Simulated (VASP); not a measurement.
The system is W.

```
CELL_PARAMETERS angstrom
-1.58516 1.58516 1.58516
1.58516 -1.58516 1.58516
1.58516 1.58516 -1.58516
ATOMIC_POSITIONS crystal
W 0.00000 0.00000 0.00000
```

- Program: VASP 6.6.1
- Task: relaxation of cell and atoms
- Functional: PBEsol
- Potentials or basis: VASP PAW PBE potentials, release 64 (W_sv)
- Cutoff: 500 eV
- k mesh: 8 × 8 × 8
- Occupations: gaussian, width 0.1 eV
- Spin: no spin polarisation

At the start: pressure -3.8 GPa; volume 15.93 Å³/atom.

Problem. Where does the relaxation end?

Solution. Over 3 steps the energy falls by 2.3 meV/atom and the volume is 15.75 Å³/atom (-1.2 %); space group Im-3m (No. 229, to 0.05 Å).

Step by step:
```csv
step,energy change (eV),largest force (eV/Å),pressure (GPa),volume (Å³)
1,0.0000,0.0000,-3.83,15.93
2,0.0297,0.0000,15.85,15.07
3,-0.0023,0.0000,-0.08,15.75
```

Final structure:
```yaml
crystal:
  lattice:
    - [-1.57900, 1.57900, 1.57900]
    - [1.57900, -1.57900, 1.57900]
    - [1.57900, 1.57900, -1.57900]
  atoms:
    - { symbol: W, position: [0.00000, 0.00000, 0.00000] }
```

Caveat: the PAW data sets were made with another functional, which shifts forces and pressure a little.
